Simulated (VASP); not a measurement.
# I (Fd-3m) in VASP: notebook, part 2 of 2

VASP 6.6.1. The steps go on from the part before.

**3. Relaxation of cell and atoms, PBE, target pressure 10 GPa, at which the enthalpy is minimised**

Contents of INCAR:

```
SYSTEM = I
PREC = Accurate ; ENCUT = 500
EDIFF = 1E-7 ; ISMEAR = -1
SIGMA = 0.02 ; LREAL = .False.
LASPH = .True. ; NELM = 120
ALGO = Normal ; ISIF = 3
LWAVE = .False. ; LCHARG = .False.
GGA = PE ; IBRION = 2
NSW = 80 ; EDIFFG = -0.03
PSTRESS = 100.0 ; GGA_COMPAT = .False.
NELMIN = 4
```

Contents of KPOINTS:

```
regular mesh
0
Gamma
  6 6 6
  0 0 0
```

Contents of POSCAR:

```
I
1.0
    0.0000000000      3.4950000000      3.4950000000
    3.4950000000      0.0000000000      3.4950000000
    3.4950000000      3.4950000000      0.0000000000
I
2
Direct
    1.0000000000      1.0000000000      1.0000000000
    0.2500000000      0.2500000000      0.2500000000
```

Potentials or basis: VASP PAW PBE potentials, release 64 (I).

The run is started by

```sh
$ cat potpaw_PBE.64/I/POTCAR > POTCAR
$ mpirun -np 1 vasp_std > vasp.out
```

OUTCAR:

```text
SYSTEM = I
   PREC = Accurate
   ENCUT = 500
   EDIFF = 1E-7
   ISMEAR = -1
   LREAL = .False.
   LASPH = .True.
   NELM = 120
   ISIF = 3
   GGA = PE
   IBRION = 2
   NSW = 80
   EDIFFG = -0.03
   PSTRESS = 100.0
   NELMIN = 4

 ion  position               nearest neighbor table
   1  0.000  0.000  0.000-   2 3.03   2 3.03   2 3.03   2 3.03
   2  0.250  0.250  0.250-   1 3.03   1 3.03   1 3.03   1 3.03

  LATTYP: Found a face centered cubic cell.
 ALAT       =     6.9900000000

  Lattice vectors:

 A1 = (   0.0000000000,   3.4950000000,   3.4950000000)
 A2 = (   3.4950000000,   0.0000000000,   3.4950000000)
 A3 = (   3.4950000000,   3.4950000000,   0.0000000000)

Analysis of symmetry for initial positions (statically):
=====================================================================
 Subroutine PRICEL returns:
 Original cell was already a primitive cell.

 Routine SETGRP: Setting up the symmetry group for a
 face centered cubic supercell.

 Subroutine GETGRP returns: Found 48 space group operations
 (whereof 24 operations were pure point group operations)
 out of a pool of 48 trial point group operations.

The static configuration has the point symmetry T_d .
 The point group associated with its full space group is O_h .

Analysis of symmetry for dynamics (positions and initial velocities):
=====================================================================
 Subroutine PRICEL returns:
 Original cell was already a primitive cell.

 Routine SETGRP: Setting up the symmetry group for a
 face centered cubic supercell.

 Subroutine GETGRP returns: Found 48 space group operations
 (whereof 24 operations were pure point group operations)
 out of a pool of 48 trial point group operations.

The dynamic configuration has the point symmetry T_d .
 The point group associated with its full space group is O_h .

 Subroutine INISYM returns: Found 48 space group operations
 (whereof 24 operations are pure point group operations),
 and found     1 'primitive' translations

[... 92 lines left out ...]
   ISYM   =      2    0-nonsym 1-usesym 2-fastsym
   POTIM  = 0.5000    time-step for ionic-motion
   TEBEG  =    0.0;   TEEND  =   0.0 temperature during run
   PSTRESS=  100.0 pullay stress
   NELECT =      14.0000    total number of electrons
   NUPDOWN=      -1.0000    fix difference up-down
   EMIN   =  10.00;   EMAX   =-10.00  energy-range for DOS
   EFERMI =   0.00;   METHOD = LEGACY
   ISMEAR =    -1;   SIGMA  =   0.02  broadening in eV -4-tet -1-fermi 0-gaus
   EFERMI_NEDOS =   21; number of points for ismear=-14 and -15
   IALGO  =     38    algorithm
   IMIX   =      4    mixing-type and parameters
     AMIX     =   0.40;   BMIX     =  1.00
     AMIX_MAG =   1.60;   BMIX_MAG =  1.00
  volume/ion in A,a.u.               =      42.69       288.10
  Fermi-wavevector in a.u.,A,eV,Ry     =   0.896039  1.693269 10.923930  0.802886
  Thomas-Fermi vector in A             =   2.018447
   LORBIT       =      0    0 simple, 1 ext, 2 COOP (PROOUT), +10 PAW based schemes
   GGA     = PE    functional components
   LHFCALC =     F    Hartree Fock is set to
   AEXX    =    0.0000 exact exchange contribution
   IVDW    =     0    specifies the selected vdW correction
   LEPSILON=     F    determine dielectric tensor
   LRPA    =     F    only Hartree local field effects (RPA)
 conjugate gradient relaxation of ions
 non-spin polarized calculation
  energy-cutoff  :      500.00
  volume of cell :       85.38
 maximum number of plane-waves:      2200
   NGX = 17   NGY = 17   NGZ = 17

--------------------------------------- Ionic step        1  -------------------------------------------

 number of electron      13.9999998 magnetization

 Free energy of the ion-electron system (eV)
  ---------------------------------------------------
  ext. energy  EPLUGINS =         0.00000000
  ---------------------------------------------------
  free energy    TOTEN  =        -1.23901407 eV

  energy without entropy =       -1.23315807  energy(sigma->0) =       -1.23608607

------------------------ aborting loop because EDIFF is reached ----------------------------------------

  FORCE on cell =-STRESS in cart. coord.  units (eV):
  Direction    XX          YY          ZZ          XY          YZ          ZX
  --------------------------------------------------------------------------------------
  -------------------------------------------------------------------------------------
  Total        4.7667450      4.7667450      4.7667450      0.0000000      0.0000000     -0.0000000
  in kB       89.4460085     89.4460085     89.4460085      0.0000000      0.0000000     -0.0000000
  external PRESSURE =     -10.5539915 kB  Pullay stress =     100.0000000 kB
[... 63 lines left out ...]
--------------------------------------- Ionic step        3  -------------------------------------------

 number of electron      13.9999999 magnetization

 Free energy of the ion-electron system (eV)
  ---------------------------------------------------
  ext. energy  EPLUGINS =         0.00000000
  ---------------------------------------------------
  free energy    TOTEN  =        -1.13109022 eV

  energy without entropy =       -1.12529907  energy(sigma->0) =       -1.12819465

 E-fermi :   4.0013     XC(G=0):  -7.8567

 val. band max:        3.9547793382   @ k =  -0.3333   0.3333   0.0000
 cond. band min:       4.0128999287   @ k =  -0.3333   0.3333   0.1667
 fundamental gap:      0.0581205904
 Fermi energy:         4.0012879932

 k-point     1 :       0.0000    0.0000    0.0000
  band No.  band energies     occupation
      1     -11.1101      2.00000
      2      -6.9993      2.00000
      3      -0.1995      2.00000
      4      -0.1995      2.00000
      5      -0.1995      2.00000
      6       2.2987      2.00000
      7       2.2987      2.00000
      8       2.2987      2.00000
      9       7.7280      0.00000
     10       9.9223      0.00000
     11       9.9223      0.00000
[... 241 lines left out ...]
  energy  without entropy=       -1.1252990726  energy(sigma->0) =       -1.12819465

  enthalpy is  TOTEN    =         4.0840386262 eV   P V=        5.2151288456

 reached required accuracy - stopping structural energy minimisation
```

OSZICAR:

```text
N       E                     dE             d eps       ncg     rms          rms(c)
DAV:   1     0.667046183085E+02    0.66705E+02   -0.50444E+03   352   0.961E+02
DAV:   2     0.266595984397E+01   -0.64039E+02   -0.61720E+02   550   0.150E+02
DAV:   3    -0.116900603065E+01   -0.38350E+01   -0.38215E+01   427   0.407E+01
[... 37 lines left out ...]
DAV:   9    -0.113109255098E+01    0.14840E-04   -0.28025E-06   370   0.121E-02    0.405E-02
DAV:  10    -0.113108905259E+01    0.34984E-05   -0.50507E-07   495   0.549E-03    0.216E-02
DAV:  11    -0.113108933710E+01   -0.28451E-06   -0.12591E-08   224   0.961E-04    0.162E-02
DAV:  12    -0.113109014003E+01   -0.80293E-06   -0.32591E-08   224   0.156E-03    0.124E-03
DAV:  13    -0.113109021949E+01   -0.79463E-07   -0.39297E-09   176   0.658E-04
   3 F= 0.40840386E+01 E0= 0.40869342E+01  d E =-.613423E-02
```

CONTCAR:

```text
I
   1.00000000000000
     0.0000000000000000    3.4698860249209194    3.4698860249209194
     3.4698860249209194    0.0000000000000000    3.4698860249209194
     3.4698860249209194    3.4698860249209194   -0.0000000000000000
  I
     2
Direct
     0.0000000000000000    0.0000000000000000    0.0000000000000000
     0.2500000000000000    0.2500000000000000    0.2500000000000000

  0.00000000E+00  0.00000000E+00  0.00000000E+00
  0.00000000E+00  0.00000000E+00  0.00000000E+00
```

Run time: 23 s. Hardware: 1 thread of Intel Xeon 6975P-C (Granite Rapids), shared host; peak memory 0.21 GiB.

Results:

```yaml
Free_energy: -1.1311 eV
Relaxed_volume: 41.78 Å³/atom
Relaxed_cell: a = 4.907 Å, b = 4.907 Å, c = 4.907 Å, α = 60.00°, β = 60.00°, γ = 60.00°
Space_group_after_relaxing_to_0.1_Å: Fd-3m (No. 227)
Energy_change_on_relaxing_the_run_minimises_the_enthalpy: +54.0 meV/atom
Ionic_steps: 3
Pressure_after_relaxing: 10.0 GPa
Band_gap_on_the_k_mesh: zero (bands 7 and 8 overlap by 2.44 eV)
```

Step by step:
```
step  energy change (eV)  largest force (eV/Å)  pressure (GPa)  volume (Å³)
   1              0.0000                0.0000            8.94        85.38
   2              0.2128                0.0000           11.01        81.95
   3              0.1079                0.0000           10.00        83.56
```

Final structure:
```
CELL_PARAMETERS angstrom
0.00000 3.46989 3.46989
3.46989 0.00000 3.46989
3.46989 3.46989 0.00000
ATOMIC_POSITIONS crystal
I 0.00000 0.00000 0.00000
I 0.25000 0.25000 0.25000
```

Caveat: the cell is relaxed towards a set pressure, so the run minimises the enthalpy, not the energy; spin-orbit coupling is left out, which moves the levels of the heavy elements.

**4. Relaxation of cell and atoms, PBE, target pressure 20 GPa, at which the enthalpy is minimised**

Contents of INCAR:

```
PREC = Accurate
ENCUT = 500
EDIFF = 1E-7
ISMEAR = -1
SIGMA = 0.02
LREAL = F
LASPH = T
NELM = 120
ALGO = Normal
ISIF = 3
LWAVE = F
LCHARG = F
GGA = PE
IBRION = 2
NSW = 80
EDIFFG = -0.03
PSTRESS = 200.0
GGA_COMPAT = F
NELMIN = 4
```

Contents of KPOINTS:

```
Automatic mesh
0
Gamma
  6 6 6
```

POSCAR is that of step 3.

Potentials or basis: VASP PAW PBE potentials, release 64 (I).

The run is started by

```sh
$ cat potpaw_PBE.64/I/POTCAR > POTCAR
$ mpirun -np 1 vasp_std > vasp.out
```

OUTCAR:

```text
PREC = Accurate
   ENCUT = 500
   EDIFF = 1E-7
   ISMEAR = -1
   LREAL = F
   LASPH = T
   NELM = 120
   ISIF = 3
   GGA = PE
   IBRION = 2
   NSW = 80
   EDIFFG = -0.03
   PSTRESS = 200.0
   NELMIN = 4

 ion  position               nearest neighbor table
   1  0.000  0.000  0.000-   2 3.03   2 3.03   2 3.03   2 3.03
   2  0.250  0.250  0.250-   1 3.03   1 3.03   1 3.03   1 3.03

  LATTYP: Found a face centered cubic cell.
 ALAT       =     6.9900000000

  Lattice vectors:

 A1 = (   0.0000000000,   3.4950000000,   3.4950000000)
 A2 = (   3.4950000000,   0.0000000000,   3.4950000000)
 A3 = (   3.4950000000,   3.4950000000,   0.0000000000)

Analysis of symmetry for initial positions (statically):
=====================================================================
 Subroutine PRICEL returns:
 Original cell was already a primitive cell.

 Routine SETGRP: Setting up the symmetry group for a
[... 209 lines left out ...]
  band No.  band energies     occupation
      1      -9.2359      2.00000
      2      -0.0590      2.00000
      3       3.3562      2.00000
      4       3.3562      2.00000
      5       3.3562      2.00000
      6       6.7971      2.00000
      7       6.7971      2.00000
      8       6.7971      2.00000
      9      12.4911      0.00000
     10      14.5753      0.00000
     11      14.5753      0.00000
[... 321 lines left out ...]
--------------------------------------- Ionic step        5  -------------------------------------------

 number of electron      14.0000000 magnetization

 Free energy of the ion-electron system (eV)
  ---------------------------------------------------
  ext. energy  EPLUGINS =         0.00000000
  ---------------------------------------------------
  free energy    TOTEN  =        -0.04679030 eV

  energy without entropy =       -0.03812607  energy(sigma->0) =       -0.04245818

 E-fermi :   5.8698     XC(G=0):  -8.5456

 val. band max:        5.8377532914   @ k =   0.5000   0.3333   0.1667
 cond. band min:       5.8830260904   @ k =   0.5000   0.3333   0.1667
 fundamental gap:      0.0452727990
 Fermi energy:         5.8697629672

 k-point     1 :       0.0000    0.0000    0.0000
  band No.  band energies     occupation
      1     -10.4707      2.00000
      2      -4.9132      2.00000
      3       0.8834      2.00000
      4       0.8834      2.00000
      5       0.8834      2.00000
      6       3.7235      2.00000
      7       3.7235      2.00000
      8       3.7235      2.00000
      9       9.2343      0.00000
     10      11.3471      0.00000
     11      11.3471      0.00000
[... 241 lines left out ...]
  energy  without entropy=       -0.0381260654  energy(sigma->0) =       -0.04245818

  enthalpy is  TOTEN    =         8.8905114141 eV   P V=        8.9373017171

 reached required accuracy - stopping structural energy minimisation
```

OSZICAR:

```text
N       E                     dE             d eps       ncg     rms          rms(c)
DAV:   1     0.667046183085E+02    0.66705E+02   -0.50444E+03   352   0.961E+02
DAV:   2     0.266595984397E+01   -0.64039E+02   -0.61720E+02   550   0.150E+02
DAV:   3    -0.116900603065E+01   -0.38350E+01   -0.38215E+01   427   0.407E+01
[... 65 lines left out ...]
DAV:  11    -0.467916710625E-01    0.34615E-05   -0.31127E-07   370   0.462E-03    0.288E-02
DAV:  12    -0.467907729097E-01    0.89815E-06   -0.23530E-08   212   0.138E-03    0.108E-02
DAV:  13    -0.467904628744E-01    0.31004E-06   -0.88489E-09   176   0.887E-04    0.398E-03
DAV:  14    -0.467903035058E-01    0.15937E-06   -0.40797E-09   176   0.567E-04    0.457E-04
DAV:  15    -0.467903029942E-01    0.51159E-09   -0.13320E-09   176   0.325E-04
   5 F= 0.88905114E+01 E0= 0.88948435E+01  d E =-.528848E+00
```

CONTCAR:

```text
I
   1.00000000000000
     0.0000000000000000    3.2957354005021440    3.2957354005021440
     3.2957354005021440    0.0000000000000000    3.2957354005021440
     3.2957354005021440    3.2957354005021440   -0.0000000000000000
  I
     2
Direct
     0.0000000000000000    0.0000000000000000    0.0000000000000000
     0.2500000000000000    0.2500000000000000    0.2500000000000000

  0.00000000E+00  0.00000000E+00  0.00000000E+00
  0.00000000E+00  0.00000000E+00  0.00000000E+00
```

Run time: 37 s. Hardware: 1 thread of Intel Xeon 6975P-C (Granite Rapids), shared host; peak memory 0.21 GiB.

Results:

```yaml
Free_energy: -0.0468 eV
Relaxed_volume: 35.80 Å³/atom
Relaxed_cell: a = 4.661 Å, b = 4.661 Å, c = 4.661 Å, α = 60.00°, β = 60.00°, γ = 60.00°
Space_group_after_relaxing_to_0.1_Å: Fd-3m (No. 227)
Energy_change_on_relaxing_the_run_minimises_the_enthalpy: +596.1 meV/atom
Ionic_steps: 5
Pressure_after_relaxing: 20.1 GPa
Band_gap_on_the_k_mesh: zero (bands 7 and 8 overlap by 3.20 eV)
```

The path:
```csv
step,energy change (eV),largest force (eV/Å),pressure (GPa),volume (Å³)
1,0.0000,0.0000,8.94,85.38
2,5.0122,0.0000,55.86,53.91
3,1.0711,0.0000,19.00,72.59
4,1.1605,0.0000,19.81,71.85
5,1.1922,0.0000,20.09,71.60
```

Final structure:
```cif
data_structure
_symmetry_space_group_name_H-M 'P 1'
_symmetry_Int_Tables_number 1
_cell_length_a 4.6609
_cell_length_b 4.6609
_cell_length_c 4.6609
_cell_angle_alpha 60.000
_cell_angle_beta 60.000
_cell_angle_gamma 60.000
_cell_volume 71.60
loop_
_atom_site_label
_atom_site_type_symbol
_atom_site_fract_x
_atom_site_fract_y
_atom_site_fract_z
_atom_site_occupancy
I1 I 0.00000 0.00000 0.00000 1
I2 I 0.25000 0.25000 0.25000 1
```

Levels at points of the mesh, in eV from the Fermi level:
```
           k point  band 3  band 4  band 5  band 6  band 7  band 8  band 9  band 10  band 11
(0.00, 0.00, 0.00)   -4.99   -4.99   -4.99   -2.15   -2.15   -2.15    3.36     5.48     5.48
(0.50, 0.00, 0.00)   -5.68   -5.68   -5.30   -1.02   -1.02    0.70    5.32     5.34     6.04
(0.50, 0.50, 0.00)   -6.42   -6.42   -3.13   -3.13    1.05    1.05    4.78     4.78     7.36
```

Caveat: the cell is relaxed towards a set pressure, so the run minimises the enthalpy, not the energy; the volume moved by over 15 % at a fixed basis, so the end points are rough; spin-orbit coupling is left out, which moves the levels of the heavy elements.

**5. Summary**

```tsv
cell	gap on the mesh (eV)	pressure (GPa)
relaxed to 5 GPa	none	5.0
relaxed to 10 GPa	none	10.0
relaxed to 20 GPa	none	20.1
```

Alike in all rows: task relaxation of cell and atoms; level PBE; potentials or basis VASP PAW PBE potentials, release 64 (I); no spin polarisation; k mesh 6 × 6 × 6; cutoff (eV) 500; smearing fermi-dirac 0.02 eV.

Caveats: the cell is relaxed towards a set pressure, so the run minimises the enthalpy, not the energy; spin-orbit coupling is left out, which moves the levels of the heavy elements; the volume moved by over 15 % at a fixed basis, so the end points are rough (at least some runs).

Absolute energies hang on the potentials; compare differences alone.
